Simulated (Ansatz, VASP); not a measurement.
One calculation of GdTiO, two programs

File INCAR:

```
SYSTEM = GdTiO
ALGO     = Normal         ! electronic algorithm
EDIFF    = 1E-6           ! SCF threshold, eV
ENCUT    = 520            ! plane-wave cutoff, eV
GGA      = PE             ! functional
ISIF     = 2              ! what is computed and relaxed
ISMEAR   = 0              ! smearing method
ISPIN    = 2              ! spin polarisation
LASPH    = .TRUE.         ! aspherical terms in the spheres
LCHARG   = .FALSE.        ! write CHGCAR
LMAXMIX  = 6              ! l up to which the mixer works
LORBIT   = 11             ! projections on sites
LREAL    = .FALSE.        ! projectors in reciprocal space
LWAVE    = .FALSE.        ! write WAVECAR
MAGMOM   = 7 1 0          ! initial moments
NBANDS   = 29             ! bands
NELM     = 150            ! most SCF steps
PREC     = Accurate       ! precision mode
SIGMA    = 0.1            ! smearing width, eV
```

KPOINTS

```
k-points
0
G
  6 6 6
  0 0 0
```

Contents of POSCAR:

```
GdTiO
1.0
    3.5043507300      0.0000000000      0.0000000000
    0.0000000000      3.5043507300      0.0000000000
    0.0000000000      0.0000000000      3.6960241600
Gd Ti O
1 1 1
Direct
    0.0000000000      0.0000000000      0.0000000000
    0.5000000000      0.5000000000      0.5000000000
    0.5000000000      0.5000000000      0.0000000000
```

Input for Ansatz:

```yaml
crystal:
  lattice:
    - [3.50435073, 0.0, 0.0]
    - [0.0, 3.50435073, 0.0]
    - [0.0, 0.0, 3.69602416]
  atoms:
    - { symbol: Gd, position: [0.0, 0.0, 0.0], spin: 7.0 }
    - { symbol: Ti, position: [0.5, 0.5, 0.5], spin: 1.0 }
    - { symbol: O, position: [0.5, 0.5, 0.0] }
basis:
  ecutwfc: 420
kpoints:
  mp_grid: { grid: [6, 6, 6] }
hamiltonian:
  xc: pbe
scf:
  occupations: { method: gaussian, width: 0.1 }
  lower_state_search: "off"
output:
  forces: true
  stress: true
  eigenvalues: true
  populations: true
magnetization:
  spin_polarized: true
```

Change from the starting cell: species swapped into the MgNiH type (P4/mmm, No. 123).

Alike in both runs: task single point; functional PBE; k mesh 6 × 6 × 6; occupations gaussian, width 0.1 eV; collinear spin.

```csv
,VASP,Ansatz
version,VASP 6.6.1,Ansatz 0.2.0
potentials or method,"VASP PAW PBE potentials, release 64 (Gd, Ti_sv, O), cutoff 520 eV","scalar-relativistic, plane waves, PAW"
valence electrons in the cell,36,36
```

|  | VASP | Ansatz | Ansatz less VASP |
| --- | --- | --- | --- |
| gap on the k mesh at the Fermi level (eV) | none | none | - |
| pressure (GPa) | 19.7 | 19.5 | -0.21 |
| traceless stress, the component that is largest in VASP (GPa) | 24.96 | 24.59 | -0.374 |
| net moment per atom (μB) | 2.36 | 2.36 | -0.002 |
| size of the moment on the site where the two differ most (μB) | 6.78 | 6.83 | +0.050 |

Site moments also hang on the region over which each program counts them. A gap of «none» marks a metal or a gap that the smearing closes.

Spin-orbit coupling is off throughout.
